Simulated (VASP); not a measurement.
# SnSe2 (P-3m1) in VASP: a series of runs

The runs below take SnSe2 through single point, with PBE.

Program: VASP 6.6.1. These are calculated values, not measurements. Logs are shortened: lines on timing, memory, paths and dates and some standing lists are left out, and cuts for length are marked.

### Step 1. The cell of the first run

Symmetry: P-3m1, No. 164, trigonal system. The conventional cell has a = 3.733 Å, b = 3.733 Å, c = 6.011 Å, α = 90.00°, β = 90.00°, γ = 120.00°. Sn (site symmetry -3m) has 6 Se at 2.70 Å and 6 Sn at 3.73 Å within 3.8 Å. Se (site symmetry 3m) has 3 Sn at 2.70 Å and 12 Se at 3.51 to 3.90 Å within 3.9 Å.

### Step 2. Single point, PBE (24.18 Å³/atom)

The input, INCAR:

```
ALGO = Normal
EDIFF = 1E-6
ENCUT = 520
GGA = PE
ISIF = 2
ISMEAR = -1
LASPH = True
LCHARG = False
LREAL = False
LWAVE = False
NBANDS = 20
NELM = 60
PREC = Accurate
SIGMA = 0.02
```

The input, KPOINTS:

```
k-points
0
Gamma
  13 13 7
```

The input, POSCAR:

```
SnSe2
1.0
    3.7332026603      0.0000000000      0.0000000000
   -1.8666013302      3.2330483413      0.0000000000
    0.0000000000      0.0000000000      6.0107403631
Sn Se
1 2
Direct
    0.0000000000      0.0000000000      0.0000000000
    0.3333333333      0.6666666667      0.2699577473
    0.6666666667      0.3333333333      0.7300422527
```

Potentials or basis: VASP PAW PBE potentials, release 64 (Sn_d, Se).

Launch:

```sh
> cat potpaw_PBE.64/Sn_d/POTCAR potpaw_PBE.64/Se/POTCAR > POTCAR
> mpirun -np 1 vasp_std > vasp.out
```

OUTCAR:

```text
EDIFF = 1E-6
   ENCUT = 520
   GGA = PE
   ISIF = 2
   ISMEAR = -1
   LASPH = True
   LREAL = False
   NELM = 60
   PREC = Accurate

 ion  position               nearest neighbor table
   1  0.000  0.000  0.000-   2 2.70   3 2.70   3 2.70   2 2.70   3 2.70   2 2.70
   2  0.333  0.667  0.270-   1 2.70   1 2.70   1 2.70
   3  0.667  0.333  0.730-   1 2.70   1 2.70   1 2.70

  LATTYP: Found a hexagonal cell.
 ALAT       =     3.7332026603
 C/A-ratio  =     1.6100760955

  Lattice vectors:

 A1 = (   3.7332026603,   0.0000000000,   0.0000000000)
 A2 = (  -1.8666013302,   3.2330483413,   0.0000000000)
 A3 = (   0.0000000000,   0.0000000000,   6.0107403631)

Analysis of symmetry for initial positions (statically):
=====================================================================
 Subroutine PRICEL returns:
 Original cell was already a primitive cell.

 Routine SETGRP: Setting up the symmetry group for a
 hexagonal supercell.

 Subroutine GETGRP returns: Found 12 space group operations
 (whereof 12 operations were pure point group operations)
 out of a pool of 24 trial point group operations.

The static configuration has the point symmetry D_3d.

Analysis of symmetry for dynamics (positions and initial velocities):
=====================================================================
 Subroutine PRICEL returns:
 Original cell was already a primitive cell.

 Routine SETGRP: Setting up the symmetry group for a
 hexagonal supercell.

 Subroutine GETGRP returns: Found 12 space group operations
 (whereof 12 operations were pure point group operations)
 out of a pool of 24 trial point group operations.

The dynamic configuration has the point symmetry D_3d.

 Subroutine INISYM returns: Found 12 space group operations
 (whereof 12 operations are pure point group operations),
 and found     1 'primitive' translations

----------------------------------------------------------------------------------------

                                     Primitive cell

  volume of cell :      72.5474

  direct lattice vectors                    reciprocal lattice vectors
     3.733202660  0.000000000  0.000000000     0.267866519  0.154652807  0.000000000
    -1.866601330  3.233048341  0.000000000     0.000000000  0.309305613  0.000000000
     0.000000000  0.000000000  6.010740363     0.000000000  0.000000000  0.166368856

  length of vectors
     3.733202660  3.733202660  6.010740363     0.309305613  0.309305613  0.166368856

  position of ions in fractional coordinates (direct lattice)
     0.000000000  0.000000000  0.000000000
     0.333333333  0.666666667  0.269957747
     0.666666667  0.333333333  0.730042253

  ion indices of the primitive-cell ions
   primitive index   ion index
                 1           1
                 2           2
                 3           3

----------------------------------------------------------------------------------------

 KPOINTS: k-points

Automatic generation of k-mesh.
 Grid dimensions read from file:
 generate k-points for:   13   13    7

 Generating k-lattice:

  Cartesian coordinates                     Fractional coordinates (reciprocal lattice)
     0.020605117  0.011896370  0.000000000     0.076923077 -0.000000000  0.000000000
     0.000000000  0.023792739  0.000000000     0.000000000  0.076923077  0.000000000
     0.000000000  0.000000000  0.023766979     0.000000000  0.000000000  0.142857143

  Length of vectors
     0.023792739  0.023792739  0.023766979

  Shift w.r.t. Gamma in fractional coordinates (k-lattice)
     0.000000000  0.000000000  0.000000000

 Subroutine IBZKPT returns following result:
 ===========================================

 Found    126 irreducible k-points:

 Following reciprocal coordinates:
            Coordinates               Weight
  0.000000  0.000000  0.000000      1.000000
  0.076923 -0.000000  0.000000      6.000000
  0.153846 -0.000000  0.000000      6.000000
  0.230769 -0.000000  0.000000      6.000000
  0.307692 -0.000000  0.000000      6.000000
  0.384615 -0.000000  0.000000      6.000000
[... 16 lines left out ...]
  0.076923 -0.000000  0.142857      6.000000
  0.000000  0.076923  0.142857      6.000000
 [... further k-points ...]
   k-points           NKPTS =    126   k-points in BZ     NKDIM =    126   number of bands    NBANDS=     20
   number of dos      NEDOS =    301   number of ions     NIONS =      3
   total plane-waves  NPLWV =  37632
   dimension x,y,z NGX =    28 NGY =   28 NGZ =   48
   dimension x,y,z NGXF=    56 NGYF=   56 NGZF=   96
   ions per type =               1   2
   NGX,Y,Z   is equivalent  to a cutoff of  12.47, 12.47, 13.28 a.u.
   NGXF,Y,Z  is equivalent  to a cutoff of  24.94, 24.94, 26.55 a.u.
 SYSTEM =  unknown system
   PREC   = accura    normal or accurate (medium, high low for compatibility)
   ISTART =      0    job   : 0-new  1-cont  2-samecut
   ICHARG =      2    charge: 1-file 2-atom 10-const
   ISPIN  =      1    spin polarized calculation?
   LNONCOLLINEAR =      F non collinear calculations
   LSORBIT =      F    spin-orbit coupling
   LASPH  =      T    aspherical Exc in radial PAW
   ENCUT  =  520.0 eV  38.22 Ry    6.18 a.u.   6.94  6.94 11.18*2*pi/ulx,y,z
   NELM   =     60;   NELMIN=  2; NELMDL= -5     # of ELM steps
   EDIFF  = 0.1E-05   stopping-criterion for ELM
   LREAL  =      F    real-space projection
[... 7 lines left out ...]
   TEBEG  =    0.0;   TEEND  =   0.0 temperature during run
   PSTRESS=    0.0 pullay stress
   NELECT =      26.0000    total number of electrons
   NUPDOWN=      -1.0000    fix difference up-down
   EMIN   =  10.00;   EMAX   =-10.00  energy-range for DOS
   EFERMI =   0.00;   METHOD = LEGACY
   ISMEAR =    -1;   SIGMA  =   0.02  broadening in eV -4-tet -1-fermi 0-gaus
   EFERMI_NEDOS =   21; number of points for ismear=-14 and -15
   IALGO  =     38    algorithm
   IMIX   =      4    mixing-type and parameters
     AMIX     =   0.40;   BMIX     =  1.00
     AMIX_MAG =   1.60;   BMIX_MAG =  1.00
  volume/ion in A,a.u.               =      24.18       163.19
  Fermi-wavevector in a.u.,A,eV,Ry     =   1.162854  2.197476 18.398213  1.352231
  Thomas-Fermi vector in A             =   2.299411
   LORBIT       =      0    0 simple, 1 ext, 2 COOP (PROOUT), +10 PAW based schemes
   GGA     = PE    functional components
   LHFCALC =     F    Hartree Fock is set to
   AEXX    =    0.0000 exact exchange contribution
   IVDW    =     0    specifies the selected vdW correction
   LEPSILON=     F    determine dielectric tensor
   LRPA    =     F    only Hartree local field effects (RPA)
 non-spin polarized calculation
  energy-cutoff  :      520.00
  volume of cell :       72.55
 maximum number of plane-waves:      1966
   NGX = 13   NGY = 13   NGZ = 23

 number of electron      25.9999991 magnetization

 Free energy of the ion-electron system (eV)
  ---------------------------------------------------
  ext. energy  EPLUGINS =         0.00000000
  ---------------------------------------------------
  free energy    TOTEN  =       -11.68870581 eV

  energy without entropy =      -11.68870562  energy(sigma->0) =      -11.68870571

 E-fermi :   5.2366     XC(G=0):  -9.8430

 val. band max:        5.0206153814   @ k =   0.0769   0.0769   0.0000
 cond. band min:       5.4548497687   @ k =   0.0000   0.4615   0.2857
 fundamental gap:      0.4342343873
 Fermi energy:         5.2366422117

 k-point     1 :       0.0000    0.0000    0.0000
  band No.  band energies     occupation
      1     -16.4049      2.00000
      2     -16.4049      2.00000
      3     -16.3566      2.00000
      4     -16.3434      2.00000
      5     -16.3434      2.00000
      6      -9.2388      2.00000
[... 12 lines left out ...]
     19      14.1229      0.00000
     20      14.1229      0.00000

 k-point     2 :       0.0769   -0.0000    0.0000
  band No.  band energies     occupation
      1     -16.4074      2.00000
      2     -16.4019      2.00000
      3     -16.3547      2.00000
      4     -16.3457      2.00000
      5     -16.3435      2.00000
      6      -9.1763      2.00000
[... 12 lines left out ...]
     19      13.3046      0.00000
     20      14.1624      0.00000

 k-point     3 :       0.1538   -0.0000    0.0000
  band No.  band energies     occupation
      1     -16.4151      2.00000
      2     -16.3939      2.00000
      3     -16.3528      2.00000
      4     -16.3475      2.00000
      5     -16.3432      2.00000
      6      -8.9919      2.00000
[... 12 lines left out ...]
     19      13.0530      0.00000
     20      14.2402      0.00000

 k-point     4 :       0.2308   -0.0000    0.0000
  band No.  band energies     occupation
      1     -16.4274      2.00000
      2     -16.3842      2.00000
      3     -16.3600      2.00000
      4     -16.3412      2.00000
      5     -16.3388      2.00000
      6      -8.6968      2.00000
[... 12 lines left out ...]
     19      13.1869      0.00000
     20      14.6346      0.00000

 k-point     5 :       0.3077   -0.0000    0.0000
  band No.  band energies     occupation
      1     -16.4417      2.00000
      2     -16.3769      2.00000
      3     -16.3671      2.00000
      4     -16.3361      2.00000
      5     -16.3289      2.00000
      6      -8.3156      2.00000
[... 12 lines left out ...]
     19      13.9564      0.00000
     20      15.0015      0.00000
[... 353 lines left out ...]
      6      -7.1442      2.00000
[... 12 lines left out ...]
     19      13.3169      0.00000
     20      14.4751      0.00000

 k-point    22 :       0.0000    0.0000    0.1429
  band No.  band energies     occupation
      1     -16.4049      2.00000
      2     -16.4049      2.00000
      3     -16.3566      2.00000
      4     -16.3434      2.00000
      5     -16.3434      2.00000
      6      -9.1927      2.00000
[... 12 lines left out ...]
     19      13.9036      0.00000
     20      13.9036      0.00000

 k-point    23 :       0.0769   -0.0000    0.1429
  band No.  band energies     occupation
      1     -16.4074      2.00000
      2     -16.4019      2.00000
      3     -16.3546      2.00000
      4     -16.3457      2.00000
      5     -16.3435      2.00000
      6      -9.1304      2.00000
[... 12 lines left out ...]
     19      13.2731      0.00000
     20      14.2002      0.00000

 k-point    24 :       0.0000    0.0769    0.1429
  band No.  band energies     occupation
      1     -16.4074      2.00000
      2     -16.4019      2.00000
      3     -16.3546      2.00000
      4     -16.3457      2.00000
      5     -16.3435      2.00000
      6      -9.1303      2.00000
[... 12 lines left out ...]
     19      13.2670      0.00000
     20      13.8172      0.00000

 [... further k-points ...]

------------------------ aborting loop because EDIFF is reached ----------------------------------------

  FORCE on cell =-STRESS in cart. coord.  units (eV):
  Direction    XX          YY          ZZ          XY          YZ          ZX
  --------------------------------------------------------------------------------------
  -------------------------------------------------------------------------------------
  Total        3.0934207      3.0934207      1.7683385     -0.0000000      0.0000000     -0.0000000
  in kB       68.3168497     68.3168497     39.0529859     -0.0000000      0.0000000     -0.0000000
  external PRESSURE =      58.5622284 kB  Pullay stress =       0.0000000 kB

 VOLUME and BASIS-vectors are now :
 -----------------------------------------------------------------------------
  energy-cutoff  :      520.00
  volume of cell :       72.55
      direct lattice vectors                 reciprocal lattice vectors
     3.733202660  0.000000000  0.000000000     0.267866519  0.154652807  0.000000000
    -1.866601330  3.233048341  0.000000000     0.000000000  0.309305613  0.000000000
     0.000000000  0.000000000  6.010740363     0.000000000  0.000000000  0.166368856

 POSITION                                       TOTAL-FORCE (eV/Angst)
 -----------------------------------------------------------------------------------
      0.00000      0.00000      0.00000        -0.000000      0.000000      0.000000
     -0.00000      2.15537      1.62265         0.000000      0.000000      0.011066
      1.86660      1.07768      4.38809        -0.000000     -0.000000     -0.011066
 -----------------------------------------------------------------------------------
    total drift:                               -0.000000      0.000000      0.000000

  FREE ENERGIE OF THE ION-ELECTRON SYSTEM (eV)
  ---------------------------------------------------
  free  energy   TOTEN  =       -11.6887058070 eV

  energy  without entropy=      -11.6887056204  energy(sigma->0) =      -11.68870571
```

It took 2.3 min on 1 thread of Intel Xeon Platinum 8259CL at 2.50GHz (Skylake/Cascade Lake), shared host; peak memory 0.31 GiB.

Results:

- Free energy: -11.6887 eV
- Pressure: 5.9 GPa
- Largest force: 0.011 eV/Å
- Band gap on the k mesh: 0.43 eV (least direct gap 1.15 eV)

Forces on the atoms (eV/Å):
```
Sn   0.000  0.000  0.000
Se   0.000  0.000  0.011
Se   0.000  0.000 -0.011
```

Stress tensor (GPa, compression positive):
```
6.83 0.00 0.00
0.00 6.83 0.00
0.00 0.00 3.91
```

Caveat: the cell stands under pressure; semilocal functionals underestimate gaps, and a narrow one can read as zero; spin-orbit coupling is left out, which moves the levels of the heavy elements. A k mesh can miss the band edges.

### Step 3. Single point, PBE (24.70 Å³/atom)

This run uses another cell than the first one, of 24.70 Å³/atom.

The input, INCAR:

```
  ALGO = Normal
  EDIFF = 1E-7
  ENCUT = 520
  GGA = PE
  ISIF = 2
  ISMEAR = -1
  LASPH = True
  LCHARG = False
  LREAL = False
  LWAVE = False
  NBANDS = 20
  NELM = 60
  PREC = Accurate
  SIGMA = 0.02
```

KPOINTS is that of step 2.

The input, POSCAR:

```
SnSe2
1.0
    3.7594936861      0.0000000000      0.0000000000
   -1.8797468430      3.2558170375      0.0000000000
    0.0000000000      0.0000000000      6.0530709152
Sn Se
1 2
Direct
    0.0000000000      0.0000000000      0.0000000000
    0.3333333333      0.6666666667      0.2670732637
    0.6666666667      0.3333333333      0.7329267363
```

Potentials or basis: VASP PAW PBE potentials, release 64 (Sn_d, Se).

Launch:

```sh
> cat potpaw_PBE.64/Sn_d/POTCAR potpaw_PBE.64/Se/POTCAR > POTCAR
> mpirun -np 1 vasp_std > vasp.out
```

OUTCAR:

```text
EDIFF = 1E-7
   ENCUT = 520
   GGA = PE
   ISIF = 2
   ISMEAR = -1
   LASPH = True
   LREAL = False
   NELM = 60
   PREC = Accurate

 ion  position               nearest neighbor table
   1  0.000  0.000  0.000-   2 2.71   3 2.71   2 2.71   3 2.71   3 2.71   2 2.71
   2  0.333  0.667  0.267-   1 2.71   1 2.71   1 2.71
   3  0.667  0.333  0.733-   1 2.71   1 2.71   1 2.71

  LATTYP: Found a hexagonal cell.
 ALAT       =     3.7594936861
 C/A-ratio  =     1.6100760955

  Lattice vectors:

 A1 = (   3.7594936861,   0.0000000000,   0.0000000000)
 A2 = (  -1.8797468430,   3.2558170375,   0.0000000000)
 A3 = (   0.0000000000,   0.0000000000,   6.0530709152)

Analysis of symmetry for initial positions (statically):
=====================================================================
 Subroutine PRICEL returns:
 Original cell was already a primitive cell.

 Routine SETGRP: Setting up the symmetry group for a
 hexagonal supercell.

 Subroutine GETGRP returns: Found 12 space group operations
 (whereof 12 operations were pure point group operations)
 out of a pool of 24 trial point group operations.

The static configuration has the point symmetry D_3d.

[... 159 lines left out ...]
  energy without entropy =      -11.73921273  energy(sigma->0) =      -11.73921277

 E-fermi :   4.9867     XC(G=0):  -9.7321

 val. band max:        4.7528070833   @ k =   0.0769   0.0769   0.0000
 cond. band min:       5.2215945196   @ k =   0.0000   0.4615   0.2857
 fundamental gap:      0.4687874362
 Fermi energy:         4.9866697972

 k-point     1 :       0.0000    0.0000    0.0000
  band No.  band energies     occupation
      1     -16.6268      2.00000
      2     -16.6268      2.00000
      3     -16.5816      2.00000
      4     -16.5694      2.00000
      5     -16.5694      2.00000
      6      -9.3636      2.00000
[... 541 lines left out ...]
     19      12.9897      0.00000
     20      13.5501      0.00000

 [... further k-points ...]

------------------------ aborting loop because EDIFF is reached ----------------------------------------

  FORCE on cell =-STRESS in cart. coord.  units (eV):
  Direction    XX          YY          ZZ          XY          YZ          ZX
  --------------------------------------------------------------------------------------
  -------------------------------------------------------------------------------------
  Total        2.5193534      2.5193534      1.4799254      0.0000000      0.0000000     -0.0000000
  in kB       54.4796811     54.4796811     32.0026013      0.0000000      0.0000000     -0.0000000
  external PRESSURE =      46.9873212 kB  Pullay stress =       0.0000000 kB

 VOLUME and BASIS-vectors are now :
 -----------------------------------------------------------------------------
  energy-cutoff  :      520.00
  volume of cell :       74.09
      direct lattice vectors                 reciprocal lattice vectors
     3.759493686  0.000000000  0.000000000     0.265993265  0.153571283  0.000000000
    -1.879746843  3.255817037  0.000000000     0.000000000  0.307142566  0.000000000
     0.000000000  0.000000000  6.053070915     0.000000000  0.000000000  0.165205400

 POSITION                                       TOTAL-FORCE (eV/Angst)
 -----------------------------------------------------------------------------------
      0.00000      0.00000      0.00000         0.000000      0.000000      0.000000
     -0.00000      2.17054      1.61661         0.000000     -0.000000      0.014028
      1.87975      1.08527      4.43646        -0.000000      0.000000     -0.014028
 -----------------------------------------------------------------------------------
    total drift:                                0.000000     -0.000000      0.000000

  FREE ENERGIE OF THE ION-ELECTRON SYSTEM (eV)
  ---------------------------------------------------
  free  energy   TOTEN  =       -11.7392128077 eV

  energy  without entropy=      -11.7392127332  energy(sigma->0) =      -11.73921277
```

OSZICAR:

```text
N       E                     dE             d eps       ncg     rms          rms(c)
DAV:   1     0.204919871810E+03    0.20492E+03   -0.12164E+04  5196   0.150E+03
DAV:   2     0.114317058623E+02   -0.19349E+03   -0.18625E+03  5316   0.391E+02
DAV:   3    -0.111650045413E+02   -0.22597E+02   -0.21961E+02  6140   0.113E+02
DAV:   4    -0.119648059942E+02   -0.79980E+00   -0.79827E+00  5920   0.220E+01
DAV:   5    -0.119832531669E+02   -0.18447E-01   -0.18446E-01  6960   0.356E+00    0.513E+00
DAV:   6    -0.117561531383E+02    0.22710E+00   -0.48072E-01  7616   0.718E+00    0.330E+00
DAV:   7    -0.117386269151E+02    0.17526E-01   -0.14328E-01  5856   0.238E+00    0.102E+00
DAV:   8    -0.117387718096E+02   -0.14489E-03   -0.11159E-02  6272   0.946E-01    0.283E-01
DAV:   9    -0.117391857520E+02   -0.41394E-03   -0.15082E-03  5768   0.273E-01    0.840E-02
DAV:  10    -0.117391864939E+02   -0.74191E-06   -0.11594E-04  6364   0.730E-02    0.330E-02
DAV:  11    -0.117392121538E+02   -0.25660E-04   -0.43894E-05  5564   0.390E-02    0.847E-03
DAV:  12    -0.117392123445E+02   -0.19067E-06   -0.16413E-06  6560   0.809E-03    0.605E-03
DAV:  13    -0.117392126768E+02   -0.33230E-06   -0.15568E-06  5624   0.738E-03    0.240E-03
DAV:  14    -0.117392127899E+02   -0.11307E-06   -0.47459E-08  4424   0.134E-03    0.766E-04
DAV:  15    -0.117392128077E+02   -0.17817E-07   -0.19448E-08  3900   0.102E-03
   1 F= -.11739213E+02 E0= -.11739213E+02  d E =-.744895E-07
```

stdout:

```text
POSCAR found type information on POSCAR SnSe
 POSCAR found :  2 types and       3 ions
 scaLAPACK will be used
 LDA part: xc-table for (Slater+PW92), standard interpolation
 POSCAR, INCAR and KPOINTS ok, starting setup
 FFT: planning ... GRIDC
 FFT: planning ... GRID_SOFT
 FFT: planning ... GRID
 WAVECAR not read
 entering main loop
```

Run time: 2.6 min. Hardware: 1 thread of Intel Xeon Platinum 8259CL at 2.50GHz (Skylake/Cascade Lake), shared host; peak memory 0.31 GiB.

What came out:

| Quantity | Value |
| --- | --- |
| Free energy | -11.7392 eV |
| Pressure | 4.7 GPa |
| Largest force | 0.014 eV/Å |
| Band gap on the k mesh | 0.47 eV (least direct gap 1.15 eV) |

Forces on the atoms (eV/Å):
```
Sn   0.000  0.000  0.000
Se   0.000  0.000  0.014
Se   0.000  0.000 -0.014
```

Caveat: the cell stands under pressure; semilocal functionals underestimate gaps, and a narrow one can read as zero; spin-orbit coupling is left out, which moves the levels of the heavy elements.
